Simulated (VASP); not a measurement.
Hg: single point with PBEsol

Hg:

```
Hg
1.0
     1.56717    0.91925    2.14841
    -1.74793    1.00018    2.25221
    -0.02030   -1.95046    2.21418
Hg
1
Direct
  0.00000 0.00000 0.00000
```

This cell differs from its parent crystal: the cell strained at random.

- Program: VASP 6.6.1
- Task: single point
- Functional: PBEsol
- Potentials or basis: VASP PAW PBE potentials, release 64 (Hg)
- Cutoff: 520 eV
- k mesh: 14 × 14 × 14
- Occupations: gaussian, width 0.1 eV
- Spin: no spin polarisation

```
Pressure               : 7.6 GPa
Band gap on the k mesh : zero (bands 6 and 7 overlap by 4.10 eV)
```

Stress tensor (GPa, compression positive):
```
6.73 0.80 2.14
0.80 6.57 0.52
2.14 0.52 9.47
```

Levels at points of the mesh, in eV from the Fermi level:
```csv
k point,band 3,band 4,band 5,band 6,band 7,band 8,band 9,band 10
"(0.00, 0.00, 0.00)",-8.10,-6.71,-6.51,-6.43,11.70,12.71,15.05,17.53
"(0.50, 0.00, 0.00)",-6.77,-6.54,-5.99,-2.27,-1.20,11.86,12.78,16.54
"(0.00, 0.50, 0.00)",-6.72,-6.44,-6.00,-2.77,-2.59,12.54,14.36,18.19
"(0.50, 0.50, 0.00)",-6.34,-6.11,-5.52,-0.54,1.26,5.22,9.75,11.01
"(0.00, 0.00, 0.50)",-6.71,-6.51,-5.98,-2.64,-2.18,11.88,14.47,17.59
"(0.50, 0.00, 0.50)",-6.41,-6.13,-5.44,-0.36,1.56,5.49,9.06,11.25
"(0.00, 0.50, 0.50)",-6.18,-5.98,-5.65,-0.76,0.68,4.29,10.18,11.21
"(0.50, 0.50, 0.50)",-7.54,-5.85,-5.50,-0.77,1.39,10.11,10.22,11.34
```

It took 2.7 min on 1 thread of AMD EPYC 9R14 (Zen 4), on a shared host, peak memory 0.39 GiB.

Caveat: the cell differs from its parent crystal (the cell strained at random); the cell stands under pressure; the PAW data sets were made with another functional, which shifts forces and pressure a little; spin-orbit coupling is left out, which moves the levels of the heavy elements.
